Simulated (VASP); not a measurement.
Here is a VASP 6.6.1 calculation.

The input INCAR:

```
PREC     = Accurate       # precision mode
ENCUT    = 520            # plane-wave cutoff, eV
EDIFF    = 1E-6           # SCF threshold, eV
ISMEAR   = 0              # smearing method
SIGMA    = 0.15           # smearing width, eV
LREAL    = F              # projectors in reciprocal space
LASPH    = T              # aspherical terms in the spheres
NELM     = 60             # most SCF steps
ALGO     = Fast           # electronic algorithm
ISIF     = 2              # what is computed and relaxed
LWAVE    = F              # write WAVECAR
LCHARG   = F              # write CHGCAR
GGA      = PE             # functional
NBANDS   = 12             # bands
```

Contents of KPOINTS:

```
regular mesh
0
Gamma
  22 22 22
```

Contents of POSCAR:

```
Cr
1.0
   -0.0092000000      1.8400000000      1.8400000000
    1.8400000000     -0.0092000000      1.8400000000
    1.8308000000      1.8308000000      0.0000000000
Cr
1
Direct
    0.0000000000      0.0000000000      0.0000000000
```

Potentials or basis: VASP PAW PBE potentials, release 64 (Cr_pv).

Command:

```console
$ cat potpaw_PBE.64/Cr_pv/POTCAR > POTCAR
$ mpirun -np 1 vasp_std > vasp.out
```

**Question.** Estimate the pressure.

**Answer.** -10.4 GPa.

**Question.** Estimate the band gap on the k mesh.

**Answer.** Zero (band 6 reaches 12.03 eV, above the bottom of band 7 at 9.36 eV).

Stress tensor (GPa, compression positive):
```
-10.46  -0.83   0.00
 -0.83 -10.46   0.00
  0.00   0.00 -10.41
```

Caveat: the cell differs from its parent crystal (strain -0.0100 x Voigt [0, 0, 0, 0, 0, 1]); the run has no spin polarisation, though such a crystal can be magnetic. Spin polarisation is off, so any magnetic state and its effect on volume and gap are missing.
